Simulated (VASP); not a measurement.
# BaMg6Cd (Amm2) in VASP: notebook

The runs below take BaMg6Cd through single point, with PBE.

Program: VASP 6.6.1. These are calculated values, not measurements. Logs are shortened: lines on timing, memory, paths and dates and some standing lists are left out, and cuts for length are marked.

**1. The cell of the first run**

It takes space group Amm2 (No. 38, orthorhombic). The conventional cell has a = 4.927 Å, b = 6.795 Å, c = 12.330 Å, α = 90.00°, β = 90.00°, γ = 90.00°. Within 3.8 Å of Ba (site symmetry mm2) lie 2 Cd at 2.85 Å and 8 Mg at 3.06 to 3.45 Å. Within 4.0 Å of Mg (site symmetry m) lie 8 Mg at 2.90 to 3.90 Å and 2 Ba at 3.06 to 3.98 Å and 2 Cd at 3.12 Å. Mg (site symmetry mm2) has 10 Mg at 3.21 to 3.75 Å and 2 Ba at 3.44 Å within 4.2 Å. Mg (site symmetry m) has 8 Mg at 3.04 to 3.78 Å and 2 Ba at 3.45 Å and 2 Cd at 3.46 to 3.58 Å within 4.0 Å. Mg (site symmetry mm2) has 10 Mg at 3.27 to 3.78 Å and 2 Cd at 3.41 Å within 4.3 Å. Within 3.8 Å of Cd (site symmetry mm2) lie 2 Ba at 2.85 Å and 10 Mg at 3.12 to 3.58 Å.

**2. Single point, PBE (strained)**

The input, INCAR:

```
SYSTEM = BaMg6Cd
ALGO = Fast
EDIFF = 1E-6
ENCUT = 520
GGA = PE
ISIF = 2
ISMEAR = 0
LASPH = .TRUE.
LCHARG = .TRUE.
LELF = .TRUE.
LREAL = .FALSE.
LVHAR = .TRUE.
LWAVE = .FALSE.
NBANDS = 27
NELM = 80
PREC = Accurate
SIGMA = 0.1
```

The input, KPOINTS:

```
k-points
0
G
  8 6 6
  0 0 0
```

The input, POSCAR:

```
BaMg6Cd
1.0
    4.9273626151      0.0000000000      0.0000000000
    0.0000000000      3.3974493857      6.1647926269
    0.0000000000     -3.3974493857      6.1647926269
Ba Mg Cd
1 6 1
Direct
    0.0000000000      0.7963529148      0.7963529148
    0.0000000000      0.3646393721      0.7913469579
    0.0000000000      0.7913469579      0.3646393721
    0.0000000000      0.3381151416      0.3381151416
    0.5000000000      0.1876598884      0.6817710796
    0.5000000000      0.6817710796      0.1876598884
    0.5000000000      0.1604084251      0.1604084251
    0.5000000000      0.6797062204      0.6797062204
```

Potentials or basis: VASP PAW PBE potentials, release 64 (Ba_sv, Mg, Cd).

On the command line:

```sh
$ cat potpaw_PBE.64/Ba_sv/POTCAR potpaw_PBE.64/Mg/POTCAR potpaw_PBE.64/Cd/POTCAR > POTCAR
$ mpirun -np 1 vasp_std > vasp.out
```

OUTCAR:

```text
SYSTEM = BaMg6Cd
   EDIFF = 1E-6
   ENCUT = 520
   GGA = PE
   ISIF = 2
   ISMEAR = 0
   LASPH = .TRUE.
   LREAL = .FALSE.
   NELM = 80
   PREC = Accurate

 ion  position               nearest neighbor table
   1  0.000  0.796  0.796-   8 2.85   8 2.85   2 3.06   3 3.06   4 3.44   4 3.44   5 3.45   5 3.45
                             6 3.45   6 3.45   3 3.98   2 3.98
   2  0.000  0.365  0.791-   3 2.90   5 3.04   5 3.04   1 3.06   8 3.12   8 3.12   4 3.29   7 3.30
                             7 3.30   1 3.98
   3  0.000  0.791  0.365-   2 2.90   6 3.04   6 3.04   1 3.06   8 3.12   8 3.12   4 3.29   7 3.30
                             7 3.30   1 3.98
   4  0.000  0.338  0.338-   5 3.21   6 3.21   5 3.21   6 3.21   2 3.29   3 3.29   7 3.30   7 3.30
                             1 3.44   1 3.44
   5  0.500  0.188  0.682-   2 3.04   2 3.04   4 3.21   4 3.21   7 3.27   6 3.36   6 3.44   1 3.45
                             1 3.45   8 3.46   8 3.58
   6  0.500  0.682  0.188-   3 3.04   3 3.04   4 3.21   4 3.21   7 3.27   5 3.36   5 3.44   1 3.45
                             1 3.45   8 3.46   8 3.58
   7  0.500  0.160  0.160-   5 3.27   6 3.27   4 3.30   4 3.30   2 3.30   2 3.30   3 3.30   3 3.30
                             8 3.41   8 3.41
   8  0.500  0.680  0.680-   1 2.85   1 2.85   3 3.12   2 3.12   2 3.12   3 3.12   7 3.41   7 3.41
                             6 3.46   5 3.46   5 3.58   6 3.58

  LATTYP: Found a base centered orthorhombic cell.
 ALAT       =     6.7948987714
 B/A-ratio  =     1.8145355315
 C/A-ratio  =     0.7251561474

  Lattice vectors:

 A1 = (   0.0000000000,   3.3974493857,  -6.1647926269)
 A2 = (   0.0000000000,   3.3974493857,   6.1647926269)
 A3 = (   4.9273626151,   0.0000000000,   0.0000000000)

Analysis of symmetry for initial positions (statically):
=====================================================================
 Subroutine PRICEL returns:
 Original cell was already a primitive cell.

 Routine SETGRP: Setting up the symmetry group for a
 base centered orthorhombic supercell.

 Subroutine GETGRP returns: Found  4 space group operations
 (whereof  4 operations were pure point group operations)
 out of a pool of  8 trial point group operations.

The static configuration has the point symmetry C_2v.

Analysis of symmetry for dynamics (positions and initial velocities):
=====================================================================
 Subroutine PRICEL returns:
 Original cell was already a primitive cell.

 Routine SETGRP: Setting up the symmetry group for a
 base centered orthorhombic supercell.

 Subroutine GETGRP returns: Found  4 space group operations
 (whereof  4 operations were pure point group operations)
 out of a pool of  8 trial point group operations.

The dynamic configuration has the point symmetry C_2v.

 Subroutine INISYM returns: Found  4 space group operations
 (whereof  4 operations are pure point group operations),
 and found     1 'primitive' translations

----------------------------------------------------------------------------------------

                                     Primitive cell

  volume of cell :     206.4030

  direct lattice vectors                    reciprocal lattice vectors
     4.927362615  0.000000000  0.000000000     0.202948327  0.000000000  0.000000000
     0.000000000  3.397449386  6.164792627     0.000000000  0.147169227  0.081105729
     0.000000000 -3.397449386  6.164792627     0.000000000 -0.147169227  0.081105729

  length of vectors
     4.927362615  7.038986465  7.038986465     0.202948327  0.168038450  0.168038450

  position of ions in fractional coordinates (direct lattice)
     0.000000000  0.796352915  0.796352915
     0.000000000  0.364639372  0.791346958
     0.000000000  0.791346958  0.364639372
     0.000000000  0.338115142  0.338115142
     0.500000000  0.187659888  0.681771080
     0.500000000  0.681771080  0.187659888
     0.500000000  0.160408425  0.160408425
     0.500000000  0.679706220  0.679706220

  ion indices of the primitive-cell ions
   primitive index   ion index
                 1           1
                 2           2
                 3           3
                 4           4
                 5           5
                 6           6
                 7           7
                 8           8

----------------------------------------------------------------------------------------

 KPOINTS: k-points

Automatic generation of k-mesh.
 Grid dimensions read from file:
 generate k-points for:    8    6    6

 Generating k-lattice:

  Cartesian coordinates                     Fractional coordinates (reciprocal lattice)
     0.025368541  0.000000000  0.000000000     0.125000000  0.000000000  0.000000000
     0.000000000  0.024528205  0.013517621     0.000000000  0.166666667 -0.000000000
     0.000000000 -0.024528205  0.013517621     0.000000000 -0.000000000  0.166666667

  Length of vectors
     0.025368541  0.028006408  0.028006408

  Shift w.r.t. Gamma in fractional coordinates (k-lattice)
     0.000000000  0.000000000  0.000000000

 Subroutine IBZKPT returns following result:
 ===========================================

 Found     65 irreducible k-points:

 Following reciprocal coordinates:
            Coordinates               Weight
  0.000000  0.000000  0.000000      1.000000
  0.125000  0.000000  0.000000      2.000000
  0.250000  0.000000  0.000000      2.000000
  0.375000  0.000000  0.000000      2.000000
  0.500000  0.000000  0.000000      1.000000
  0.000000  0.166667 -0.000000      4.000000
[... 16 lines left out ...]
  0.250000  0.166667  0.166667      4.000000
  0.375000  0.166667  0.166667      4.000000
 [... further k-points ...]
   k-points           NKPTS =     65   k-points in BZ     NKDIM =     65   number of bands    NBANDS=     27
   number of dos      NEDOS =    301   number of ions     NIONS =      8
   total plane-waves  NPLWV = 116640
   dimension x,y,z NGX =    40 NGY =   54 NGZ =   54
   dimension x,y,z NGXF=    80 NGYF=  108 NGZF=  108
   ions per type =               1   6   1
   NGX,Y,Z   is equivalent  to a cutoff of  13.50, 12.75, 12.75 a.u.
   NGXF,Y,Z  is equivalent  to a cutoff of  26.99, 25.51, 25.51 a.u.
 SYSTEM =  BaMg6Cd
   PREC   = accura    normal or accurate (medium, high low for compatibility)
   ISTART =      0    job   : 0-new  1-cont  2-samecut
   ICHARG =      2    charge: 1-file 2-atom 10-const
   ISPIN  =      1    spin polarized calculation?
   LNONCOLLINEAR =      F non collinear calculations
   LSORBIT =      F    spin-orbit coupling
   LASPH  =      T    aspherical Exc in radial PAW
   ENCUT  =  520.0 eV  38.22 Ry    6.18 a.u.   9.16 13.09 13.09*2*pi/ulx,y,z
   NELM   =     80;   NELMIN=  2; NELMDL= -5     # of ELM steps
   EDIFF  = 0.1E-05   stopping-criterion for ELM
   LREAL  =      F    real-space projection
   EDIFFG = 0.1E-04   stopping-criterion for IOM
   NSW    =      0    number of steps for IOM
   IBRION =     -1    ionic relax: 0-MD 1-quasi-New 2-CG
   NFREE  =      0    steps in history (QN), initial steepest desc. (CG)
   ISIF   =      2    stress and relaxation
   ISYM   =      2    0-nonsym 1-usesym 2-fastsym
   POTIM  = 0.5000    time-step for ionic-motion
   TEBEG  =    0.0;   TEEND  =   0.0 temperature during run
   PSTRESS=    0.0 pullay stress
   NELECT =      34.0000    total number of electrons
   NUPDOWN=      -1.0000    fix difference up-down
   EMIN   =  10.00;   EMAX   =-10.00  energy-range for DOS
   EFERMI =   0.00;   METHOD = LEGACY
   ISMEAR =     0;   SIGMA  =   0.10  broadening in eV -4-tet -1-fermi 0-gaus
   EFERMI_NEDOS =   21; number of points for ismear=-14 and -15
   IALGO  =     68    algorithm
   IMIX   =      4    mixing-type and parameters
     AMIX     =   0.40;   BMIX     =  1.00
     AMIX_MAG =   1.60;   BMIX_MAG =  1.00
  volume/ion in A,a.u.               =      25.80       174.11
  Fermi-wavevector in a.u.,A,eV,Ry     =   0.897420  1.695878 10.957627  0.805363
  Thomas-Fermi vector in A             =   2.020002
   LORBIT       =      0    0 simple, 1 ext, 2 COOP (PROOUT), +10 PAW based schemes
   GGA     = PE    functional components
   LHFCALC =     F    Hartree Fock is set to
   AEXX    =    0.0000 exact exchange contribution
   IVDW    =     0    specifies the selected vdW correction
   LEPSILON=     F    determine dielectric tensor
   LRPA    =     F    only Hartree local field effects (RPA)
 non-spin polarized calculation
 RMM-DIIS sequential band-by-band and
 Gauss-broadening in eV      SIGMA  =   0.10
  energy-cutoff  :      520.00
  volume of cell :      206.40
 maximum number of plane-waves:      5588
 NGX is ok and might be reduce to    40
   NGX = 19   NGY = 27   NGZ = 27

 number of electron      33.9999999 magnetization

 Free energy of the ion-electron system (eV)
  ---------------------------------------------------
  ext. energy  EPLUGINS =         0.00000000
  ---------------------------------------------------
  free energy    TOTEN  =        -9.89586625 eV

  energy without entropy =       -9.88054473  energy(sigma->0) =       -9.88820549

 E-fermi :   2.4939     XC(G=0):  -8.7162

 val. band max:        2.4909833426   @ k =   0.2500  -0.3333   0.3333
 cond. band min:       2.5149495989   @ k =   0.1250   0.5000   0.0000
 fundamental gap:      0.0239662564
 Fermi energy:         2.4938585254

 k-point     1 :       0.0000    0.0000    0.0000
  band No.  band energies     occupation
      1     -25.1656      2.00000
      2     -10.8499      2.00000
      3     -10.8420      2.00000
      4     -10.5926      2.00000
      5      -6.4712      2.00000
      6      -6.3948      2.00000
[... 19 lines left out ...]
     26       5.7035      0.00000
     27       6.4940      0.00000

 k-point     2 :       0.1250    0.0000    0.0000
  band No.  band energies     occupation
      1     -25.1644      2.00000
      2     -10.8758      2.00000
      3     -10.8214      2.00000
      4     -10.5921      2.00000
      5      -6.4660      2.00000
      6      -6.4155      2.00000
[... 19 lines left out ...]
     26       6.2467      0.00000
     27       7.0430      0.00000

 k-point     3 :       0.2500    0.0000    0.0000
  band No.  band energies     occupation
      1     -25.1615      2.00000
      2     -10.9248      2.00000
      3     -10.7838      2.00000
      4     -10.5909      2.00000
      5      -6.4680      2.00000
      6      -6.4515      2.00000
[... 19 lines left out ...]
     26       6.7562      0.00000
     27       7.6572      0.00000

 k-point     4 :       0.3750    0.0000    0.0000
  band No.  band energies     occupation
      1     -25.1586      2.00000
      2     -10.9719      2.00000
      3     -10.7463      2.00000
      4     -10.5897      2.00000
      5      -6.5313      2.00000
      6      -6.5207      2.00000
[... 19 lines left out ...]
     26       7.0835      0.00000
     27       7.4064      0.00000
[... 516 lines left out ...]
      4     -10.5929      2.00000
      5      -6.4660      2.00000
      6      -6.4156      2.00000
[... 19 lines left out ...]
     26       6.3486      0.00000
     27       6.8434      0.00000

 k-point    23 :       0.2500    0.1667    0.1667
  band No.  band energies     occupation
      1     -25.1615      2.00000
      2     -10.9247      2.00000
      3     -10.7866      2.00000
      4     -10.5916      2.00000
      5      -6.4670      2.00000
      6      -6.4512      2.00000
[... 19 lines left out ...]
     26       6.7424      0.00000
     27       6.8973      0.00000

 k-point    24 :       0.3750    0.1667    0.1667
  band No.  band energies     occupation
      1     -25.1586      2.00000
      2     -10.9715      2.00000
      3     -10.7490      2.00000
      4     -10.5904      2.00000
      5      -6.5310      2.00000
      6      -6.5198      2.00000
[... 19 lines left out ...]
     26       7.0353      0.00000
     27       7.1885      0.00000

 [... further k-points ...]

------------------------ aborting loop because EDIFF is reached ----------------------------------------

  FORCE on cell =-STRESS in cart. coord.  units (eV):
  Direction    XX          YY          ZZ          XY          YZ          ZX
  --------------------------------------------------------------------------------------
  -------------------------------------------------------------------------------------
  Total       10.5461160      0.6116800      5.5332544      0.0000000      0.0000000      0.0000000
  in kB       81.8629027      4.7480890     42.9511936      0.0000000      0.0000000      0.0000000
  external PRESSURE =      43.1873951 kB  Pullay stress =       0.0000000 kB

 VOLUME and BASIS-vectors are now :
 -----------------------------------------------------------------------------
  energy-cutoff  :      520.00
  volume of cell :      206.40
      direct lattice vectors                 reciprocal lattice vectors
     4.927362615  0.000000000  0.000000000     0.202948327  0.000000000  0.000000000
     0.000000000  3.397449386  6.164792627     0.000000000  0.147169227  0.081105729
     0.000000000 -3.397449386  6.164792627     0.000000000 -0.147169227  0.081105729

 POSITION                                       TOTAL-FORCE (eV/Angst)
 -----------------------------------------------------------------------------------
      0.00000      0.00000      9.81870         0.000000      0.000000      3.551438
      0.00000     -1.44972      7.12642         0.000000     -0.935826     -0.795148
      0.00000      1.44972      7.12642         0.000000      0.935826     -0.795148
      0.00000      0.00000      4.16882         0.000000      0.000000      0.053249
      2.46368     -1.67872      5.35986         0.000000      0.164020     -0.053144
      2.46368      1.67872      5.35986         0.000000     -0.164020     -0.053144
      2.46368      0.00000      1.97777         0.000000      0.000000      0.249664
      2.46368      0.00000      8.38050         0.000000      0.000000     -2.157769
 -----------------------------------------------------------------------------------
    total drift:                               -0.000000      0.000000     -0.000570

  FREE ENERGIE OF THE ION-ELECTRON SYSTEM (eV)
  ---------------------------------------------------
  free  energy   TOTEN  =        -9.8958662457 eV

  energy  without entropy=       -9.8805447334  energy(sigma->0) =       -9.88820549
```

Run time: 13 min. Hardware: 1 thread of Intel Xeon 8259CL, shared host; peak memory 0.6 GiB.

What came out:

```yaml
Free_energy: -9.8959 eV
Pressure: 4.3 GPa
Largest_force: 3.551 eV/Å
Band_gap_on_the_k_mesh: zero (bands 17 and 18 overlap by 1.51 eV)
```

Forces on the atoms (eV/Å):
```
Ba   0.000  0.000  3.551
Mg   0.000 -0.936 -0.795
Mg   0.000  0.936 -0.795
Mg   0.000  0.000  0.053
Mg   0.000  0.164 -0.053
Mg   0.000 -0.164 -0.053
Mg   0.000  0.000  0.250
Cd   0.000  0.000 -2.158
```

Levels at points of the mesh, in eV from the Fermi level:
```csv
k point,band 13,band 14,band 15,band 16,band 17,band 18,band 19,band 20,band 21,band 22
"(0.00, 0.00, 0.00)",-2.49,-2.16,-1.46,-0.99,-0.34,0.62,0.72,1.78,2.45,2.61
"(0.50, 0.00, 0.00)",-1.47,-1.42,-1.24,-1.02,-0.91,-0.87,-0.63,0.38,0.63,1.07
"(0.00, 0.50, 0.00)",-2.78,-0.73,-0.32,-0.21,0.64,0.74,1.03,1.07,1.42,1.62
"(0.50, 0.50, 0.00)",-2.97,-2.47,-1.22,-1.15,-0.86,0.60,1.01,1.44,2.03,2.44
"(0.00, 0.50, 0.50)",-2.75,-0.76,-0.64,-0.54,0.29,1.07,1.39,1.42,1.46,1.59
"(0.50, 0.50, 0.50)",-3.10,-2.23,-1.47,-1.03,-0.84,0.51,0.95,1.48,2.09,2.15
```

Caveat: the cell differs from its parent crystal (strained); the stress differs along the axes, from 0 to 8 GPa; spin-orbit coupling is left out, which moves the levels of the heavy elements; forces of over 1 eV/Å act on the atoms, so gaps and moduli don't describe the material at rest.

**3. Single point, PBE**

This run uses another cell than the first one, of 27.65 Å³/atom.

The input, INCAR:

```
SYSTEM = BaMg6Cd
PREC     = Accurate       ! precision mode
ENCUT    = 520            ! plane-wave cutoff, eV
EDIFF    = 1E-7           ! SCF threshold, eV
ISMEAR   = 0              ! smearing method
SIGMA    = 0.1            ! smearing width, eV
LREAL    = .False.        ! projectors in reciprocal space
LASPH    = .True.         ! aspherical terms in the spheres
NELM     = 80             ! most SCF steps
ALGO     = Fast           ! electronic algorithm
ISIF     = 2              ! what is computed and relaxed
LWAVE    = .False.        ! write WAVECAR
LCHARG   = .False.        ! write CHGCAR
GGA      = PE             ! functional
NBANDS   = 27             ! bands
```

The input, KPOINTS:

```
regular mesh
0
Gamma
  8 6 6
  0 0 0
```

The input, POSCAR:

```
BaMg6Cd
1.0
    5.1701530000      0.0000000000      0.0000000000
    0.0000000000      3.5313585000      6.0584070000
    0.0000000000     -3.5313585000      6.0584070000
Ba Mg Cd
1 6 1
Direct
    0.0000000000      0.8308520000      0.8308520000
    0.0000000000      0.3370940000      0.8222560000
    0.0000000000      0.8222560000      0.3370940000
    0.0000000000      0.3403350000      0.3403350000
    0.5000000000      0.2053990000      0.6502550000
    0.5000000000      0.6502550000      0.2053990000
    0.5000000000      0.1668940000      0.1668940000
    0.5000000000      0.6469150000      0.6469150000
```

Potentials or basis: VASP PAW PBE potentials, release 64 (Ba_sv, Mg, Cd).

On the command line:

```sh
$ cat potpaw_PBE.64/Ba_sv/POTCAR potpaw_PBE.64/Mg/POTCAR potpaw_PBE.64/Cd/POTCAR > POTCAR
$ mpirun -np 1 vasp_std > vasp.out
```

Wall time 16 min (1 thread of Intel Xeon 8259CL, shared host); peak memory 0.62 GiB.

Results (log left out):

| Item | Value |
| --- | --- |
| Free energy | -11.3091 eV |
| Pressure | 0.0 GPa |
| Largest force | 0.080 eV/Å |
| Band gap on the k mesh | zero (bands 17 and 18 overlap by 1.55 eV) |

Forces in eV/Å, atoms in the order of the input:
```
Ba   0.000  0.000 -0.019
Mg   0.000  0.013 -0.001
Mg   0.000 -0.013 -0.001
Mg   0.000  0.000  0.011
Mg   0.000  0.045  0.039
Mg   0.000 -0.045  0.039
Mg   0.000  0.000  0.012
Cd   0.000  0.000 -0.080
```

Stress tensor (GPa, compression positive):
```
 0.27  0.00  0.00
 0.00 -0.16  0.00
 0.00  0.00 -0.02
```

Levels at points of the mesh, in eV from the Fermi level:
```tsv
k point	band 13	band 14	band 15	band 16	band 17	band 18	band 19	band 20	band 21	band 22
(0.00, 0.00, 0.00)	-2.37	-1.61	-1.21	-1.03	-0.67	0.12	1.20	1.24	2.33	2.34
(0.50, 0.00, 0.00)	-1.40	-1.33	-1.32	-1.08	-1.08	-1.04	-0.96	0.58	0.60	0.64
(0.00, 0.50, 0.00)	-2.65	-0.57	-0.39	-0.07	0.52	0.60	0.80	0.85	1.16	1.35
(0.50, 0.50, 0.00)	-3.17	-2.38	-1.13	-1.10	-0.99	0.51	1.05	1.18	2.02	2.47
(0.00, 0.50, 0.50)	-2.84	-0.65	-0.28	-0.18	0.35	0.59	0.93	1.08	1.36	1.40
(0.50, 0.50, 0.50)	-3.20	-2.25	-1.50	-1.07	-1.07	0.61	1.07	1.23	2.18	2.49
```

Caveat: spin-orbit coupling is left out, which moves the levels of the heavy elements.

The gap in the log of VASP goes by the Fermi energy; the results here count the filled bands.